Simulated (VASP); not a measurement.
# Te (P6/mmm) in VASP: notebook, part 2 of 2

VASP 6.6.1. The steps go on from the part before.

### 3 Single point, PBE (volume scaled by 1.04)

The input, INCAR:

```
SYSTEM = Te
ALGO     = Normal         ! electronic algorithm
EDIFF    = 1E-6           ! SCF threshold, eV
ENCUT    = 520            ! plane-wave cutoff, eV
GGA      = PE             ! functional
ISIF     = 2              ! what is computed and relaxed
ISMEAR   = -1             ! smearing method
LASPH    = .TRUE.         ! aspherical terms in the spheres
LCHARG   = .FALSE.        ! write CHGCAR
LREAL    = .FALSE.        ! projectors in reciprocal space
LWAVE    = .FALSE.        ! write WAVECAR
NBANDS   = 16             ! bands
NELM     = 100            ! most SCF steps
PREC     = Accurate       ! precision mode
SIGMA    = 0.1            ! smearing width, eV
```

The input, KPOINTS:

```
k-points
0
G
  8 8 11
  0 0 0
```

The input, POSCAR:

```
Te
1.0
    5.6178893036      0.0000000000      0.0000000000
   -2.8089446518      4.8652348526      0.0000000000
    0.0000000000      0.0000000000      3.3170571393
Te
3
Direct
    1.0000000000      0.0000000000      0.0000000000
    0.3333333333      0.6666666667      0.5000000000
    0.6666666667      0.3333333333      0.5000000000
```

Potentials or basis: VASP PAW PBE potentials, release 64 (Te).

Launch:

```bash
$ cat potpaw_PBE.64/Te/POTCAR > POTCAR
$ mpirun -np 1 vasp_std > vasp.out
```

OUTCAR:

```text
SYSTEM = Te
   EDIFF = 1E-6
   ENCUT = 520
   GGA = PE
   ISIF = 2
   ISMEAR = -1
   LASPH = .TRUE.
   LREAL = .FALSE.
   NELM = 100
   PREC = Accurate

 ion  position               nearest neighbor table
   1  0.000  0.000  0.000-   2 3.64   3 3.64   2 3.64   3 3.64   3 3.64   3 3.64   2 3.64   2 3.64
                             3 3.64   3 3.64   2 3.64   2 3.64
   2  0.333  0.667  0.500-   3 3.24   3 3.24   3 3.24   1 3.64   1 3.64   1 3.64   1 3.64   1 3.64
                             1 3.64
   3  0.667  0.333  0.500-   2 3.24   2 3.24   2 3.24   1 3.64   1 3.64   1 3.64   1 3.64   1 3.64
                             1 3.64

  LATTYP: Found a hexagonal cell.
 ALAT       =     5.6178893036
 C/A-ratio  =     0.5904454431

  Lattice vectors:

 A1 = (   5.6178893036,   0.0000000000,   0.0000000000)
 A2 = (  -2.8089446518,   4.8652348526,   0.0000000000)
 A3 = (   0.0000000000,   0.0000000000,   3.3170571393)

Analysis of symmetry for initial positions (statically):
=====================================================================
 Subroutine PRICEL returns:
 Original cell was already a primitive cell.

 Routine SETGRP: Setting up the symmetry group for a
 hexagonal supercell.

[... 172 lines left out ...]
 fundamental gap:      0.0442659655
 Fermi energy:         7.1214038320

 k-point     1 :       0.0000    0.0000    0.0000
  band No.  band energies     occupation
      1      -6.4375      2.00000
      2      -3.3485      2.00000
      3      -3.3313      2.00000
      4       2.7635      2.00000
      5       2.7635      2.00000
      6       3.2283      2.00000
[... 433 lines left out ...]
      3      -3.4381      2.00000
      4       1.9536      2.00000
      5       3.7059      2.00000
      6       5.4967      2.00000
[... 8 lines left out ...]
     15      15.1911      0.00000
     16      15.4952      0.00000

 [... further k-points ...]

------------------------ aborting loop because EDIFF is reached ----------------------------------------

  FORCE on cell =-STRESS in cart. coord.  units (eV):
  Direction    XX          YY          ZZ          XY          YZ          ZX
  --------------------------------------------------------------------------------------
  -------------------------------------------------------------------------------------
  Total       -0.8254433     -0.8254433     -1.8810138     -0.0000000      0.0000000     -0.0000000
  in kB      -14.5870642    -14.5870642    -33.2408888     -0.0000000      0.0000000     -0.0000000
  external PRESSURE =     -20.8050057 kB  Pullay stress =       0.0000000 kB

 VOLUME and BASIS-vectors are now :
 -----------------------------------------------------------------------------
  energy-cutoff  :      520.00
  volume of cell :       90.66
      direct lattice vectors                 reciprocal lattice vectors
     5.617889304  0.000000000  0.000000000     0.178002795  0.102769962  0.000000000
    -2.808944652  4.865234853  0.000000000     0.000000000  0.205539924  0.000000000
     0.000000000  0.000000000  3.317057139     0.000000000  0.000000000  0.301472045

 POSITION                                       TOTAL-FORCE (eV/Angst)
 -----------------------------------------------------------------------------------
      0.00000      0.00000      0.00000         0.000000      0.000000      0.000000
     -0.00000      3.24349      1.65853        -0.000000     -0.000000      0.000000
      2.80894      1.62174      1.65853         0.000000      0.000000      0.000000
 -----------------------------------------------------------------------------------
    total drift:                               -0.000000      0.000000     -0.000000

  FREE ENERGIE OF THE ION-ELECTRON SYSTEM (eV)
  ---------------------------------------------------
  free  energy   TOTEN  =        -8.4125448103 eV

  energy  without entropy=       -8.3233289495  energy(sigma->0) =       -8.36793688
```

Wall time 1.8 min (1 thread of AMD EPYC 7R43 (Zen 3), shared host); peak memory 0.21 GiB.

Results:

* Free energy: -8.4125 eV
* Pressure: -2.1 GPa
* Band gap on the k mesh: zero (band 9 reaches 9.62 eV, above the bottom of band 10 at 4.90 eV)

Stress tensor (GPa, compression positive):
```
-1.46  0.00  0.00
 0.00 -1.46  0.00
 0.00  0.00 -3.32
```

Caveat: spin-orbit coupling is left out, which moves the levels of the heavy elements.

### 4 Single point, PBE (volume scaled by 1.08)

The input, INCAR:

```
  PREC = Accurate
  ENCUT = 520
  EDIFF = 1E-7
  ISMEAR = -1
  SIGMA = 0.1
  LREAL = F
  LASPH = T
  NELM = 80
  ALGO = Normal
  ISIF = 2
  LWAVE = F
  LCHARG = T
  GGA = PE
  LELF = T
  LVHAR = T
  NBANDS = 16
```

The input, KPOINTS:

```
Automatic mesh
0
Gamma
  8 8 11
```

The input, POSCAR:

```
Te
1.0
    5.6890093764      0.0000000000      0.0000000000
   -2.8445046882      4.9268266424      0.0000000000
    0.0000000000      0.0000000000      3.3590496622
Te
3
Direct
    1.0000000000      0.0000000000      0.0000000000
    0.3333333333      0.6666666667      0.5000000000
    0.6666666667      0.3333333333      0.5000000000
```

Launch:

```bash
$ cat potpaw_PBE.64/Te/POTCAR > POTCAR
$ mpirun -np 1 vasp_std > vasp.out
```

It took 1.8 min on 1 thread of AMD EPYC 7R43 (Zen 3), shared host; peak memory 0.2 GiB.

The run converged. Its results:

| Quantity | Value |
| --- | --- |
| Free energy | -8.3508 eV |
| Pressure | -3.5 GPa |
| Band gap on the k mesh | zero (band 9 reaches 8.96 eV, above the bottom of band 10 at 4.51 eV) |

Stress tensor (GPa, compression positive):
```
-2.95  0.00  0.00
 0.00 -2.95  0.00
 0.00  0.00 -4.71
```

Levels at points of the mesh, in eV from the Fermi level:
| k point | band 6 | band 7 | band 8 | band 9 | band 10 | band 11 | band 12 | band 13 |
| --- | --- | --- | --- | --- | --- | --- | --- | --- |
| (0.00, 0.00, 0.00) | -3.68 | -3.68 | 0.25 | 2.33 | 2.33 | 2.63 | 2.82 | 5.19 |
| (0.50, 0.00, 0.00) | -2.15 | -0.25 | 0.07 | 0.29 | 1.30 | 1.46 | 2.38 | 5.43 |

Caveat: spin-orbit coupling is left out, which moves the levels of the heavy elements.

### 5 Summary

| cell | gap on the mesh (eV) | pressure (GPa) |
| --- | --- | --- |
| a = 5.545, b = 5.545, c = 3.274 Å, angles 90.0, 90.0, 120.0°, 3 atoms | none | -0.2 |
| a = 5.618, b = 5.618, c = 3.317 Å, angles 90.0, 90.0, 120.0°, 3 atoms | none | -2.1 |
| a = 5.689, b = 5.689, c = 3.359 Å, angles 90.0, 90.0, 120.0°, 3 atoms | none | -3.5 |

Alike in all rows: task single point; level PBE; potentials or basis VASP PAW PBE potentials, release 64 (Te); no spin polarisation; k mesh 8 × 8 × 11; cutoff (eV) 520; smearing fermi-dirac 0.1 eV.

Caveats: spin-orbit coupling is left out, which moves the levels of the heavy elements.

Absolute energies hang on the potentials; compare differences alone.
